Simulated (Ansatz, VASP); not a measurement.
MgO in VASP and in Ansatz

```xyz
2
Lattice="0.0000 2.1686 2.1686 2.1686 0.0000 2.1686 2.1686 2.1686 0.0000" Properties=species:S:1:pos:R:3 pbc="T T T"
Mg    0.0000    0.0000    0.0000
O     2.1686    2.1686    2.1686
```

Change from the starting cell: volume scaled by 1.06.

Alike in both runs: task single point; functional PBE; k mesh 16 × 16 × 16; occupations fermi-dirac, width 0.05 eV; no spin polarisation.

```csv
,VASP,Ansatz
version,VASP 6.6.1,Ansatz 0.2.0
potentials or method,"VASP PAW PBE potentials, release 64 (Mg, O), cutoff 520 eV","all-electron LAPW, scalar-relativistic"
```

|  | VASP | Ansatz | Ansatz less VASP |
| --- | --- | --- | --- |
| gap on the k mesh at the Fermi level (eV) | 3.92 | 3.93 | +0.013 |
| pressure (GPa) | -8.5 | -7.7 | +0.79 |

Ansatz ran all-electron here, and VASP with PAW potentials.
